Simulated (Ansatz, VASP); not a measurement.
# One calculation of Rb, two programs

```
Rb
1.0
     5.05724    0.00000    0.00000
    -2.52862    4.37970    0.00000
     0.00000    0.00000   12.36211
Rb
3
Direct
  0.00000 0.00000 0.00000
  0.33333 0.66667 0.33333
  0.66667 0.33333 0.66667
```

Alike in both runs: functional PBE; k mesh 12 × 12 × 4; occupations gaussian, width 0.1 eV; no spin polarisation.

Ansatz relaxed the structure, and its values are those at the end. VASP's run is a single point on that final structure, the one shown.

|  | VASP | Ansatz |
| --- | --- | --- |
| version | VASP 6.6.1 | Ansatz 0.2.0 |
| potentials or method | VASP PAW PBE potentials, release 64 (Rb_sv), cutoff 520 eV | scalar-relativistic, plane waves, PAW |
| valence electrons in the cell | 27 | 27 |

```csv
,VASP,Ansatz,Ansatz less VASP
gap on the k mesh at the Fermi level (eV),none,none,-
pressure (GPa),0.0,0.0,0.00
```

A gap of «none» marks a metal or a gap that the smearing closes. The functional is the same, so the differences come from potentials, cutoffs and numerics.
